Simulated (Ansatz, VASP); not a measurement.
# PbSe in VASP and in Ansatz

```
Pb Se
1.0
     0.00000    3.08870    3.08870
     3.25642    0.00000    3.08870
     3.25642    3.08870    0.00000
Pb Se
1 1
Cartesian
  0.0000 0.0000 0.0000
  3.2564 3.0887 3.0887
```

Change from the starting cell: uniaxial_x strain +5.4%.

Alike in both runs: task single point; functional r2SCAN; k mesh 8 × 8 × 8; no spin polarisation.

```csv
,VASP,Ansatz
version,VASP 6.6.1,Ansatz 0.2.0
potentials or method,"VASP PAW PBE potentials, release 64 (Pb_d, Se)","plane waves, PAW"
plane-wave cutoff (eV),520,500
occupations,"gaussian, width 0.01 eV",fixed
valence electrons in the cell,20,30
```

Ansatz gave:

| Quantity | Value |
| --- | --- |
| gap on the k mesh at the Fermi level (eV) | 0.75 |
| pressure (GPa) | -2.1 |
| traceless stress, the component that is largest in VASP (GPa) | -2.77 |

Q: What did VASP give for the same quantities?

A: gap on the k mesh at the Fermi level (eV): 0.76; pressure (GPa): -2.1; traceless stress, the component that is largest in VASP (GPa): -2.78.

VASP's potentials were made for PBE, not for r2SCAN. VASP's potentials hold 20 valence electrons a cell and Ansatz's 30, so a difference there can come from the potentials and not from the codes.

Spin-orbit coupling is off throughout.
